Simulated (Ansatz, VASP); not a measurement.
# One calculation of Si6Cl, two programs

The input INCAR:

```
SYSTEM = Si6Cl
PREC = Accurate ; ENCUT = 520
EDIFF = 1E-6 ; ISMEAR = 0
SIGMA = 0.05 ; LREAL = Auto
LASPH = .TRUE. ; NELM = 80
ALGO = Normal ; ISIF = 2
LWAVE = .FALSE. ; LCHARG = .FALSE.
LDIPOL = .TRUE. ; IDIPOL = 3
DIPOL = 0.5 0.5 0.451 ; GGA = PE
IVDW = 12 ; NBANDS = 82
```

The input KPOINTS:

```
regular mesh
0
G
  2 2 1
  0 0 0
```

Contents of POSCAR:

```
Si6Cl
1.0
    7.6671877233      0.0000000000      0.0000000000
    0.0000000000      7.6671877233      0.0000000000
    0.0000000000      0.0000000000     27.7482963703
Si Cl
24 4
Direct
    0.4065111020      0.2500000000      0.3577516928
    0.4065111020      0.7500000000      0.3577516928
    0.0934888980      0.2500000000      0.3577516928
    0.0934888980      0.7500000000      0.3577516928
    0.5000000000      0.5000000000      0.4065972180
    0.5000000000      0.0000000000      0.4065972180
    0.0000000000      0.5000000000      0.4065972180
    0.0000000000      0.0000000000      0.4065972180
    0.7502155182      0.4998214363      0.4511786385
    0.7495788089     -0.0002145730      0.4517731321
    0.2507710800      0.4998988936      0.4581675354
    0.2496933137     -0.0000990935      0.4595828911
    0.7546955302      0.7484139020      0.4990746094
    0.7545844032      0.2511783073      0.4990493352
    0.2473772808      0.7466860788      0.5088357834
    0.2473681162      0.2530792784      0.5088366710
   -0.0131443368      0.7339203485      0.5539882419
   -0.0132474328      0.2658841433      0.5539394355
    0.5116287561      0.7467096804      0.5525721610
    0.5116408494      0.2530539064      0.5525886761
    0.9169640370     -0.0000437134      0.5896622384
    0.9348031268      0.4998378944      0.6077613140
    0.6073837432     -0.0001393791      0.5892769819
    0.6448330510      0.4999000647      0.5837789099
    0.5027235466      0.2485810924      0.2883090012
    0.5027099325      0.7511536384      0.2883059878
   -0.0029400996      0.2491237214      0.2883243089
   -0.0029603620      0.7506927236      0.2883260462
```

Input for Ansatz:

```yaml
crystal:
  lattice:
    - [7.6671877233, 0.0, 0.0]
    - [0.0, 7.6671877233, 0.0]
    - [0.0, 0.0, 27.7482963703]
  atoms:
    - { symbol: Si, position: [0.406511102, 0.25, 0.3577516928] }
    - { symbol: Si, position: [0.406511102, 0.75, 0.3577516928] }
    - { symbol: Si, position: [0.093488898, 0.25, 0.3577516928] }
    - { symbol: Si, position: [0.093488898, 0.75, 0.3577516928] }
    - { symbol: Si, position: [0.5, 0.5, 0.406597218] }
    - { symbol: Si, position: [0.5, 0.0, 0.406597218] }
    - { symbol: Si, position: [0.0, 0.5, 0.406597218] }
    - { symbol: Si, position: [0.0, 0.0, 0.406597218] }
    - { symbol: Si, position: [0.7502155182, 0.4998214363, 0.4511786385] }
    - { symbol: Si, position: [0.7495788089, -0.000214573, 0.4517731321] }
    - { symbol: Si, position: [0.25077108, 0.4998988936, 0.4581675354] }
    - { symbol: Si, position: [0.2496933137, -9.90935e-05, 0.4595828911] }
    - { symbol: Si, position: [0.7546955302, 0.748413902, 0.4990746094] }
    - { symbol: Si, position: [0.7545844032, 0.2511783073, 0.4990493352] }
    - { symbol: Si, position: [0.2473772808, 0.7466860788, 0.5088357834] }
    - { symbol: Si, position: [0.2473681162, 0.2530792784, 0.508836671] }
    - { symbol: Si, position: [-0.0131443368, 0.7339203485, 0.5539882419] }
    - { symbol: Si, position: [-0.0132474328, 0.2658841433, 0.5539394355] }
    - { symbol: Si, position: [0.5116287561, 0.7467096804, 0.552572161] }
    - { symbol: Si, position: [0.5116408494, 0.2530539064, 0.5525886761] }
    - { symbol: Si, position: [0.916964037, -4.37134e-05, 0.5896622384] }
    - { symbol: Si, position: [0.9348031268, 0.4998378944, 0.607761314] }
    - { symbol: Si, position: [0.6073837432, -0.0001393791, 0.5892769819] }
    - { symbol: Si, position: [0.644833051, 0.4999000647, 0.5837789099] }
    - { symbol: Cl, position: [0.5027235466, 0.2485810924, 0.2883090012] }
    - { symbol: Cl, position: [0.5027099325, 0.7511536384, 0.2883059878] }
    - { symbol: Cl, position: [-0.0029400996, 0.2491237214, 0.2883243089] }
    - { symbol: Cl, position: [-0.002960362, 0.7506927236, 0.2883260462] }
basis:
  ecutwfc: 420
kpoints:
  mp_grid: { grid: [2, 2, 1] }
hamiltonian:
  xc: pbe
  dispersion: d3bj
scf:
  occupations: { method: gaussian, width: 0.05 }
output:
  forces: true
  eigenvalues: true
  write_density: true
  volumetric_format: npy
efield:
  axis: 3
  dipole_correction: true
  ramp_width: 0.04
```

Alike in both runs: task single point; functional PBE; dispersion D3(BJ); k mesh 2 × 2 × 1; occupations gaussian, width 0.05 eV; no spin polarisation.

```csv
,VASP,Ansatz
version,VASP 6.6.1,Ansatz 0.2.0
potentials or method,"VASP PAW PBE potentials, release 64 (Si, Cl), cutoff 520 eV","scalar-relativistic, plane waves, PAW"
valence electrons in the cell,124,124
```

|  | VASP | Ansatz | Ansatz less VASP |
| --- | --- | --- | --- |
| gap on the k mesh at the Fermi level (eV) | none | none | - |
| rms of the force components (eV/Å) | 0.510 | 0.514 | +0.0037 |

Atom by atom the forces differ by 0.015 eV/Å (rms over components). A gap of «none» marks a metal or a gap that the smearing closes.

The k mesh is coarse, so the values compare programs but aren't converged.
